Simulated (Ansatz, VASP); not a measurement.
Sr in VASP and in Ansatz

The input INCAR:

```
SYSTEM = Sr
ALGO = Normal ; EDIFF = 1E-6
ENCUT = 520 ; GGA = PE
ISIF = 2 ; ISMEAR = -1
LASPH = .TRUE. ; LCHARG = .TRUE.
LELF = .TRUE. ; LREAL = .FALSE.
LVHAR = .TRUE. ; LWAVE = .FALSE.
NBANDS = 28 ; NELM = 100
PREC = Accurate ; SIGMA = 0.05
```

File KPOINTS:

```
k-points
0
G
  10 10 3
  0 0 0
```

File POSCAR:

```
Sr
1.0
    3.7511862058      0.0000000000      0.0000000000
   -1.8755931029      3.2486225485      0.0000000000
    0.0000000000      0.0000000000     12.2888042115
Sr
4
Direct
    0.0000000000      0.0000000000      0.0000000000
    0.0000000000      0.0000000000      0.5000000000
    0.3333333333      0.6666666667      0.2500000000
    0.6666666667      0.3333333333      0.7500000000
```

Input for Ansatz:

```yaml
crystal:
  lattice:
    - [3.7511862058, 0.0, 0.0]
    - [-1.8755931029, 3.2486225485, 0.0]
    - [0.0, 0.0, 12.2888042115]
  atoms:
    - { symbol: Sr, position: [0.0, 0.0, 0.0] }
    - { symbol: Sr, position: [0.0, 0.0, 0.5] }
    - { symbol: Sr, position: [0.3333333333, 0.6666666667, 0.25] }
    - { symbol: Sr, position: [0.6666666667, 0.3333333333, 0.75] }
kpoints:
  mp_grid: { grid: [10, 10, 3] }
scf:
  occupations: { method: fermi_dirac, width: 0.05 }
hamiltonian:
  xc: pbe
  pseudopotentials: { kind: all_electron, lapw: { basis_error: 0.0005 } }
output:
  forces: true
  stress: true
  eigenvalues: true
  populations: true
```

Alike in both runs: task single point; functional PBE; k mesh 10 × 10 × 3; occupations fermi-dirac, width 0.05 eV; no spin polarisation.

```csv
,VASP,Ansatz
version,VASP 6.6.1,Ansatz 0.2.0
potentials or method,"VASP PAW PBE potentials, release 64 (Sr_sv), cutoff 520 eV","all-electron LAPW, scalar-relativistic"
```

|  | VASP | Ansatz | Ansatz less VASP |
| --- | --- | --- | --- |
| pressure (GPa) | 8.2 | 8.2 | -0.04 |

Ansatz ran all-electron here, and VASP with PAW potentials.
